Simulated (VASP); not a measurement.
The system is CO2.

```
C O
1.0
     5.49420    0.00000    0.00000
     0.00000    5.49420    0.00000
     0.00000    0.00000    5.49420
C O
4 8
Direct
  0.00000 0.00000 0.00000
  0.50000 0.00000 0.50000
  0.50000 0.50000 0.00000
  0.00000 0.50000 0.50000
  0.12070 0.12070 0.12070
  0.37930 0.87930 0.62070
  0.62070 0.37930 0.87930
  0.87930 0.62070 0.37930
  0.87930 0.87930 0.87930
  0.62070 0.12070 0.37930
  0.37930 0.62070 0.12070
  0.12070 0.37930 0.62070
```

```yaml
Program: VASP 6.6.1
Task: relaxation of the atoms
Functional: PBE
Potentials_or_basis: VASP PAW PBE potentials, release 64 (C, O)
Cutoff: 520 eV
k_mesh: 5 × 5 × 5
Occupations: fermi-dirac, width 0.02 eV
Spin: no spin polarisation
```

At the start: pressure 10.2 GPa; volume 13.82 Å³/atom.

Where does the relaxation end?

Over 4 steps the energy falls by 23.2 meV/atom; space group Pa-3 (No. 205, to 0.1 Å) before and after.

The path:
```csv
step,energy change (eV),largest force (eV/Å),pressure (GPa)
1,0.0000,2.8561,10.16
2,3.8104,7.9315,-23.26
3,-0.2785,0.0685,1.78
4,-0.2787,0.0038,1.96
```

Final structure:
```
C O
1.0
     5.49420    0.00000    0.00000
     0.00000    5.49420    0.00000
     0.00000    0.00000    5.49420
C O
4 8
Cartesian
  0.0000 0.0000 0.0000
  2.7471 0.0000 2.7471
  2.7471 2.7471 0.0000
  0.0000 2.7471 2.7471
  0.6777 0.6777 0.6777
  2.0694 4.8165 3.4248
  3.4248 2.0694 4.8165
  4.8165 3.4248 2.0694
  4.8165 4.8165 4.8165
  3.4248 0.6777 2.0694
  2.0694 3.4248 0.6777
  0.6777 2.0694 3.4248
```

Caveat: this functional lacks dispersion, which holds the molecules together, so the pressure and a relaxed volume are unreliable.
